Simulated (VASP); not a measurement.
# TaS2 (P-3m1) in VASP: notebook, part 2 of 2

VASP 6.6.1.

**4. Single point, LDA (zz strain of -2 %)**

Contents of INCAR:

```
SYSTEM = TaS2
PREC     = Accurate       ! precision mode
ENCUT    = 500            ! plane-wave cutoff, eV
EDIFF    = 1E-6           ! SCF threshold, eV
ISMEAR   = -1             ! smearing method
SIGMA    = 0.03           ! smearing width, eV
LREAL    = .False.        ! projectors in reciprocal space
LASPH    = .True.         ! aspherical terms in the spheres
NELM     = 120            ! most SCF steps
ALGO     = Normal         ! electronic algorithm
ISIF     = 2              ! what is computed and relaxed
LWAVE    = .False.        ! write WAVECAR
LCHARG   = .True.         ! write CHGCAR
GGA      = CA             ! functional
LELF     = .True.         ! ELF
LVHAR    = .True.       
NBANDS   = 18             ! bands
GGA_COMPAT= .False.
```

Contents of KPOINTS:

```
Automatic mesh
0
Gamma
  9 9 5
  0 0 0
```

Contents of POSCAR:

```
TaS2
1.0
    3.3500021206      0.0000000000      0.0000000000
   -1.6750010603      2.9011869392      0.0000000000
    0.0000000000      0.0000000000      5.7428000000
Ta S
1 2
Direct
    0.0000000000      0.0000000000      0.0000000000
    0.3333333333      0.6666666667      0.2500000000
    0.6666666667      0.3333333333      0.7500000000
```

Potentials or basis: VASP PAW LDA potentials, release 64 (Ta_pv, S).

The run is started by

```console
> cat potpaw_LDA.64/Ta_pv/POTCAR potpaw_LDA.64/S/POTCAR > POTCAR
> mpirun -np 1 vasp_std > vasp.out
```

OUTCAR:

```text
SYSTEM = TaS2
   PREC = Accurate
   ENCUT = 500
   EDIFF = 1E-6
   ISMEAR = -1
   LREAL = .False.
   LASPH = .True.
   NELM = 120
   ISIF = 2
   GGA = CA

 ion  position               nearest neighbor table
   1  0.000  0.000  0.000-   2 2.41   3 2.41   3 2.41   2 2.41   3 2.41   2 2.41
   2  0.333  0.667  0.250-   1 2.41   1 2.41   1 2.41
   3  0.667  0.333  0.750-   1 2.41   1 2.41   1 2.41

  LATTYP: Found a hexagonal cell.
 ALAT       =     3.3500021206
 C/A-ratio  =     1.7142675716

  Lattice vectors:

 A1 = (   3.3500021206,   0.0000000000,   0.0000000000)
 A2 = (  -1.6750010603,   2.9011869392,   0.0000000000)
 A3 = (   0.0000000000,   0.0000000000,   5.7428000000)

Analysis of symmetry for initial positions (statically):
=====================================================================
 Subroutine PRICEL returns:
 Original cell was already a primitive cell.

 Routine SETGRP: Setting up the symmetry group for a
 hexagonal supercell.

 Subroutine GETGRP returns: Found 12 space group operations
 (whereof 12 operations were pure point group operations)
 out of a pool of 24 trial point group operations.

The static configuration has the point symmetry D_3d.

Analysis of symmetry for dynamics (positions and initial velocities):
=====================================================================
 Subroutine PRICEL returns:
 Original cell was already a primitive cell.

 Routine SETGRP: Setting up the symmetry group for a
 hexagonal supercell.

 Subroutine GETGRP returns: Found 12 space group operations
 (whereof 12 operations were pure point group operations)
 out of a pool of 24 trial point group operations.

The dynamic configuration has the point symmetry D_3d.

 Subroutine INISYM returns: Found 12 space group operations
 (whereof 12 operations are pure point group operations),
[... 107 lines left out ...]
   TEBEG  =    0.0;   TEEND  =   0.0 temperature during run
   PSTRESS=    0.0 pullay stress
   NELECT =      23.0000    total number of electrons
   NUPDOWN=      -1.0000    fix difference up-down
   EMIN   =  10.00;   EMAX   =-10.00  energy-range for DOS
   EFERMI =   0.00;   METHOD = LEGACY
   ISMEAR =    -1;   SIGMA  =   0.03  broadening in eV -4-tet -1-fermi 0-gaus
   EFERMI_NEDOS =   21; number of points for ismear=-14 and -15
   IALGO  =     38    algorithm
   IMIX   =      4    mixing-type and parameters
     AMIX     =   0.40;   BMIX     =  1.00
     AMIX_MAG =   1.60;   BMIX_MAG =  1.00
  volume/ion in A,a.u.               =      18.60       125.55
  Fermi-wavevector in a.u.,A,eV,Ry     =   1.218249  2.302156 20.192812  1.484130
  Thomas-Fermi vector in A             =   2.353542
   LORBIT       =      0    0 simple, 1 ext, 2 COOP (PROOUT), +10 PAW based schemes
   GGA     = CA    functional components
   LHFCALC =     F    Hartree Fock is set to
   AEXX    =    0.0000 exact exchange contribution
   IVDW    =     0    specifies the selected vdW correction
   LEPSILON=     F    determine dielectric tensor
   LRPA    =     F    only Hartree local field effects (RPA)
 non-spin polarized calculation
  energy-cutoff  :      500.00
  volume of cell :       55.81
 maximum number of plane-waves:      1434
   NGX = 13   NGY = 13   NGZ = 21

 number of electron      22.9999998 magnetization

 Free energy of the ion-electron system (eV)
  ---------------------------------------------------
  ext. energy  EPLUGINS =         0.00000000
  ---------------------------------------------------
  free energy    TOTEN  =       -25.38562853 eV

  energy without entropy =      -25.37947227  energy(sigma->0) =      -25.38255040

 E-fermi :   5.7167     XC(G=0): -10.9188

 val. band max:        5.7064849550   @ k =   0.2222   0.1111   0.0000
 cond. band min:       5.7175204405   @ k =   0.3333   0.1111   0.0000
 fundamental gap:      0.0110354854
 Fermi energy:         5.7166593412

 k-point     1 :       0.0000    0.0000    0.0000
  band No.  band energies     occupation
      1     -29.3086      2.00000
      2     -29.2831      2.00000
      3     -29.2831      2.00000
      4      -9.4582      2.00000
      5      -7.1900      2.00000
      6      -1.3651      2.00000
[... 481 lines left out ...]
      5      -7.3374      2.00000
      6      -0.2785      2.00000
[... 10 lines left out ...]
     17      12.5034      0.00000
     18      13.1355      0.00000

 [... further k-points ...]
[... 5 lines left out ...]
  --------------------------------------------------------------------------------------
  -------------------------------------------------------------------------------------
  Total        0.8552815      0.8552815      3.2895231      0.0000000     -0.0000000      0.0000000
  in kB       24.5513388     24.5513388     94.4276187      0.0000000     -0.0000000      0.0000000
  external PRESSURE =      47.8434321 kB  Pullay stress =       0.0000000 kB

 VOLUME and BASIS-vectors are now :
 -----------------------------------------------------------------------------
  energy-cutoff  :      500.00
  volume of cell :       55.81
      direct lattice vectors                 reciprocal lattice vectors
     3.350002121  0.000000000  0.000000000     0.298507274  0.172343255  0.000000000
    -1.675001060  2.901186939  0.000000000     0.000000000  0.344686510  0.000000000
     0.000000000  0.000000000  5.742800000     0.000000000  0.000000000  0.174131086

 POSITION                                       TOTAL-FORCE (eV/Angst)
 -----------------------------------------------------------------------------------
      0.00000      0.00000      0.00000         0.000000      0.000000      0.000000
     -0.00000      1.93412      1.43570         0.000000      0.000000      1.308130
      1.67500      0.96706      4.30710        -0.000000     -0.000000     -1.308130
 -----------------------------------------------------------------------------------
    total drift:                               -0.000000      0.000000     -0.000000

  FREE ENERGIE OF THE ION-ELECTRON SYSTEM (eV)
  ---------------------------------------------------
  free  energy   TOTEN  =       -25.3856285315 eV

  energy  without entropy=      -25.3794722670  energy(sigma->0) =      -25.38255040
```

OSZICAR:

```text
N       E                     dE             d eps       ncg     rms          rms(c)
DAV:   1     0.146106356853E+03    0.14611E+03   -0.11318E+04  1800   0.112E+03
DAV:   2    -0.204480061158E+02   -0.16655E+03   -0.16319E+03  2328   0.285E+02
DAV:   3    -0.268232738099E+02   -0.63753E+01   -0.63163E+01  2326   0.537E+01
DAV:   4    -0.268945480269E+02   -0.71274E-01   -0.71221E-01  2312   0.618E+00
DAV:   5    -0.268957061964E+02   -0.11582E-02   -0.11581E-02  2306   0.782E-01    0.215E+01
DAV:   6    -0.255266804306E+02    0.13690E+01   -0.50513E+00  2052   0.140E+01    0.109E+01
DAV:   7    -0.254051156657E+02    0.12156E+00   -0.62107E-01  1976   0.457E+00    0.446E+00
DAV:   8    -0.253892040221E+02    0.15912E-01   -0.12248E-01  2224   0.211E+00    0.102E+00
DAV:   9    -0.253858504908E+02    0.33535E-02   -0.74750E-03  2244   0.612E-01    0.390E-01
DAV:  10    -0.253856209570E+02    0.22953E-03   -0.24967E-03  2060   0.295E-01    0.811E-02
DAV:  11    -0.253856285385E+02   -0.75816E-05   -0.20445E-04  1954   0.839E-02    0.281E-02
DAV:  12    -0.253856289964E+02   -0.45789E-06   -0.18691E-05  2112   0.321E-02    0.112E-02
DAV:  13    -0.253856285315E+02    0.46490E-06   -0.42615E-06  1892   0.137E-02
   1 F= -.25385629E+02 E0= -.25382550E+02  d E =-.615626E-02
```

Wall time 27 s (1 thread of Intel Xeon Platinum 8259CL at 2.50GHz (Skylake/Cascade Lake), shared host); peak memory 0.17 GiB.

What came out:

| Property | Result |
| --- | --- |
| Free energy | -25.3856 eV |
| Pressure | 4.8 GPa |
| Largest force | 1.308 eV/Å |

Forces in eV/Å, atoms in the order of the input:
```
Ta   0.000  0.000  0.000
S    0.000  0.000  1.308
S    0.000  0.000 -1.308
```

Stress tensor (GPa, compression positive):
```
2.46 0.00 0.00
0.00 2.46 0.00
0.00 0.00 9.44
```

Levels at points of the mesh, in eV from the Fermi level:
| k point | band 8 | band 9 | band 10 | band 11 | band 12 | band 13 | band 14 | band 15 | band 16 | band 17 |
| --- | --- | --- | --- | --- | --- | --- | --- | --- | --- | --- |
| (0.00, 0.00, 0.00) | -4.42 | -1.16 | -0.76 | -0.76 | -0.06 | -0.06 | 0.34 | 4.20 | 4.20 | 5.12 |

Caveat: the cell differs from its parent crystal (zz strain of -2 %); spin-orbit coupling is left out, which moves the levels of the heavy elements; forces of over 1 eV/Å act on the atoms, so gaps and moduli don't describe the material at rest.

**5. Single point, LDA (zz strain of -1 %)**

Contents of INCAR:

```
  PREC = Accurate
  ENCUT = 500
  EDIFF = 1E-6
  ISMEAR = -1
  SIGMA = 0.03
  LREAL = False
  LASPH = True
  NELM = 120
  ALGO = Normal
  ISIF = 2
  LWAVE = False
  LCHARG = False
  GGA = CA
  NBANDS = 18
  GGA_COMPAT = False
```

Contents of KPOINTS:

```
regular mesh
0
Gamma
  9 9 5
```

Changes to POSCAR since step 4:

```diff
@@ -4,3 +4,3 @@
    -1.6750010603      2.9011869392      0.0000000000
-    0.0000000000      0.0000000000      5.7428000000
+    0.0000000000      0.0000000000      5.8014000000
 Ta S
```

Potentials or basis: VASP PAW LDA potentials, release 64 (Ta_pv, S).

The run is started by

```console
> cat potpaw_LDA.64/Ta_pv/POTCAR potpaw_LDA.64/S/POTCAR > POTCAR
> mpirun -np 1 vasp_std > vasp.out
```

OUTCAR:

```text
PREC = Accurate
   ENCUT = 500
   EDIFF = 1E-6
   ISMEAR = -1
   LREAL = False
   LASPH = True
   NELM = 120
   ISIF = 2
   GGA = CA

 ion  position               nearest neighbor table
   1  0.000  0.000  0.000-   2 2.42   3 2.42   3 2.42   2 2.42   3 2.42   2 2.42
   2  0.333  0.667  0.250-   1 2.42   1 2.42   1 2.42
   3  0.667  0.333  0.750-   1 2.42   1 2.42   1 2.42

  LATTYP: Found a hexagonal cell.
 ALAT       =     3.3500021206
 C/A-ratio  =     1.7317600978

  Lattice vectors:

 A1 = (   3.3500021206,   0.0000000000,   0.0000000000)
 A2 = (  -1.6750010603,   2.9011869392,   0.0000000000)
 A3 = (   0.0000000000,   0.0000000000,   5.8014000000)

Analysis of symmetry for initial positions (statically):
=====================================================================
 Subroutine PRICEL returns:
 Original cell was already a primitive cell.

 Routine SETGRP: Setting up the symmetry group for a
 hexagonal supercell.

 Subroutine GETGRP returns: Found 12 space group operations
 (whereof 12 operations were pure point group operations)
 out of a pool of 24 trial point group operations.

The static configuration has the point symmetry D_3d.

Analysis of symmetry for dynamics (positions and initial velocities):
=====================================================================
 Subroutine PRICEL returns:
 Original cell was already a primitive cell.

 Routine SETGRP: Setting up the symmetry group for a
 hexagonal supercell.

 Subroutine GETGRP returns: Found 12 space group operations
 (whereof 12 operations were pure point group operations)
 out of a pool of 24 trial point group operations.

The dynamic configuration has the point symmetry D_3d.

 Subroutine INISYM returns: Found 12 space group operations
[... 106 lines left out ...]
   ISYM   =      2    0-nonsym 1-usesym 2-fastsym
   POTIM  = 0.5000    time-step for ionic-motion
   TEBEG  =    0.0;   TEEND  =   0.0 temperature during run
   PSTRESS=    0.0 pullay stress
   NELECT =      23.0000    total number of electrons
   NUPDOWN=      -1.0000    fix difference up-down
   EMIN   =  10.00;   EMAX   =-10.00  energy-range for DOS
   EFERMI =   0.00;   METHOD = LEGACY
   ISMEAR =    -1;   SIGMA  =   0.03  broadening in eV -4-tet -1-fermi 0-gaus
   EFERMI_NEDOS =   21; number of points for ismear=-14 and -15
   IALGO  =     38    algorithm
   IMIX   =      4    mixing-type and parameters
     AMIX     =   0.40;   BMIX     =  1.00
     AMIX_MAG =   1.60;   BMIX_MAG =  1.00
  volume/ion in A,a.u.               =      18.79       126.83
  Fermi-wavevector in a.u.,A,eV,Ry     =   1.214133  2.294379 20.056604  1.474119
  Thomas-Fermi vector in A             =   2.349563
   LORBIT       =      0    0 simple, 1 ext, 2 COOP (PROOUT), +10 PAW based schemes
   GGA     = CA    functional components
   LHFCALC =     F    Hartree Fock is set to
   AEXX    =    0.0000 exact exchange contribution
   IVDW    =     0    specifies the selected vdW correction
   LEPSILON=     F    determine dielectric tensor
   LRPA    =     F    only Hartree local field effects (RPA)
 non-spin polarized calculation
  energy-cutoff  :      500.00
  volume of cell :       56.38
 maximum number of plane-waves:      1449
   NGX = 13   NGY = 13   NGZ = 21

 number of electron      22.9999996 magnetization

 Free energy of the ion-electron system (eV)
  ---------------------------------------------------
  ext. energy  EPLUGINS =         0.00000000
  ---------------------------------------------------
  free energy    TOTEN  =       -25.41548212 eV

  energy without entropy =      -25.40914688  energy(sigma->0) =      -25.41231450

 E-fermi :   5.5965     XC(G=0): -10.8693

 val. band max:        5.5888175823   @ k =   0.3333   0.1111   0.0000
 cond. band min:       5.6130869486   @ k =   0.1111   0.0000   0.0000
 fundamental gap:      0.0242693663
 Fermi energy:         5.5964560873

 k-point     1 :       0.0000    0.0000    0.0000
  band No.  band energies     occupation
      1     -29.4325      2.00000
      2     -29.4064      2.00000
      3     -29.4064      2.00000
      4      -9.5035      2.00000
      5      -7.3124      2.00000
      6      -1.4250      2.00000
[... 481 lines left out ...]
      5      -7.4276      2.00000
      6      -0.3268      2.00000
[... 10 lines left out ...]
     17      12.3413      0.00000
     18      13.0244      0.00000

 [... further k-points ...]
[... 5 lines left out ...]
  --------------------------------------------------------------------------------------
  -------------------------------------------------------------------------------------
  Total        0.4238249      0.4238249      2.5519615      0.0000000     -0.0000000      0.0000000
  in kB       12.0432419     12.0432419     72.5155425      0.0000000     -0.0000000      0.0000000
  external PRESSURE =      32.2006754 kB  Pullay stress =       0.0000000 kB

 VOLUME and BASIS-vectors are now :
 -----------------------------------------------------------------------------
  energy-cutoff  :      500.00
  volume of cell :       56.38
      direct lattice vectors                 reciprocal lattice vectors
     3.350002121  0.000000000  0.000000000     0.298507274  0.172343255  0.000000000
    -1.675001060  2.901186939  0.000000000     0.000000000  0.344686510  0.000000000
     0.000000000  0.000000000  5.801400000     0.000000000  0.000000000  0.172372186

 POSITION                                       TOTAL-FORCE (eV/Angst)
 -----------------------------------------------------------------------------------
      0.00000      0.00000      0.00000         0.000000      0.000000      0.000000
     -0.00000      1.93412      1.45035        -0.000000     -0.000000      1.063964
      1.67500      0.96706      4.35105        -0.000000      0.000000     -1.063964
 -----------------------------------------------------------------------------------
    total drift:                               -0.000000      0.000000      0.000000

  FREE ENERGIE OF THE ION-ELECTRON SYSTEM (eV)
  ---------------------------------------------------
  free  energy   TOTEN  =       -25.4154821209 eV

  energy  without entropy=      -25.4091468803  energy(sigma->0) =      -25.41231450
```

stdout:

```text
POSCAR found type information on POSCAR TaS
 POSCAR found :  2 types and       3 ions
 scaLAPACK will be used
 LDA part: xc-table for (Slater(with rela. corr.)+CA(PZ))
 , standard interpolation
 POSCAR, INCAR and KPOINTS ok, starting setup
 FFT: planning ... GRIDC
 FFT: planning ... GRID_SOFT
 FFT: planning ... GRID
 WAVECAR not read
 entering main loop
```

Run time: 27 s. Hardware: 1 thread of Intel Xeon Platinum 8259CL at 2.50GHz (Skylake/Cascade Lake), shared host; peak memory 0.17 GiB.

What came out:

```
Free energy   : -25.4155 eV
Pressure      : 3.2 GPa
Largest force : 1.064 eV/Å
```

Forces in eV/Å, atoms in the order of the input:
```
Ta   0.000  0.000  0.000
S    0.000  0.000  1.064
S    0.000  0.000 -1.064
```

Stress tensor (GPa, compression positive):
```
1.20 0.00 0.00
0.00 1.20 0.00
0.00 0.00 7.25
```

Caveat: the cell differs from its parent crystal (zz strain of -1 %); spin-orbit coupling is left out, which moves the levels of the heavy elements; forces of over 1 eV/Å act on the atoms, so gaps and moduli don't describe the material at rest.

**6. The runs side by side**

| cell | gap on the mesh (eV) | pressure (GPa) | largest force (eV/Å) |
| --- | --- | --- | --- |
| a = 3.350, b = 3.350, c = 5.860 Å, angles 90.0, 90.0, 120.0°, 3 atoms | none | 1.7 | 0.83 |
| a = 3.350, b = 3.350, c = 5.684 Å, angles 90.0, 90.0, 120.0°, 3 atoms | none | 6.4 | 1.56 |
| a = 3.350, b = 3.350, c = 5.743 Å, angles 90.0, 90.0, 120.0°, 3 atoms | none | 4.8 | 1.31 |
| a = 3.350, b = 3.350, c = 5.801 Å, angles 90.0, 90.0, 120.0°, 3 atoms | none | 3.2 | 1.06 |

Alike in all rows: task single point; level LDA; potentials or basis VASP PAW LDA potentials, release 64 (Ta_pv, S); no spin polarisation; k mesh 9 × 9 × 5; cutoff (eV) 500; smearing fermi-dirac 0.03 eV.

Caveats: spin-orbit coupling is left out, which moves the levels of the heavy elements; forces of over 1 eV/Å act on the atoms, so gaps and moduli don't describe the material at rest (some runs).

Absolute energies hang on the potentials; compare differences alone.
